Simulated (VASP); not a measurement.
Write the native input for VASP 6.6.1 that does the following.

| Quantity | Value |
| --- | --- |
| Task | single point |
| Functional | PBE |
| Potentials or basis | VASP PAW PBE potentials, release 64 (S) |
| Cutoff | 500 eV |
| k mesh | 9 × 9 × 9 |
| Occupations | gaussian, width 0.05 eV |
| Spin | no spin polarisation |
| Dipole correction | no |
| Further INCAR settings | ALGO = Normal; EDIFF = 1e-06; NBANDS = 9 |

The structure of S lies in POSCAR:

```
S
1.0
    2.6109611181      0.0000000000      0.0000000000
    0.0000000000      2.6109611181      0.0000000000
    0.0000000000      0.0000000000      2.6109611181
S
1
Direct
    0.0000000000      0.0000000000      0.0000000000
```

This isn't the form of S at room conditions, which is orthorhombic, of S8 rings.

These files were run (other wordings do the same):

INCAR

```
SYSTEM = S
ALGO = Normal
EDIFF = 1E-6
ENCUT = 500
GGA = PE
GGA_COMPAT = .FALSE.
ISIF = 2
ISMEAR = 0
LASPH = .TRUE.
LCHARG = .TRUE.
LELF = .TRUE.
LREAL = .FALSE.
LVHAR = .TRUE.
LWAVE = .FALSE.
NBANDS = 9
NELM = 120
PREC = Accurate
SIGMA = 0.05
```

KPOINTS

```
k-points
0
G
  9 9 9
  0 0 0
```

Potentials or basis: VASP PAW PBE potentials, release 64 (S).

Launch:

```sh
$ cat potpaw_PBE.64/S/POTCAR > POTCAR
$ mpirun -np 1 vasp_std > vasp.out
```

It gave:

The pressure is -2.2 GPa and the band gap on the k mesh is zero (bands 3 and 4 overlap by 6.22 eV).

Run time: 4.7 s on 1 thread of AMD EPYC 7R43 64-Core Processor (Zen 3), with other jobs on the host, peak memory 0.08 GiB.
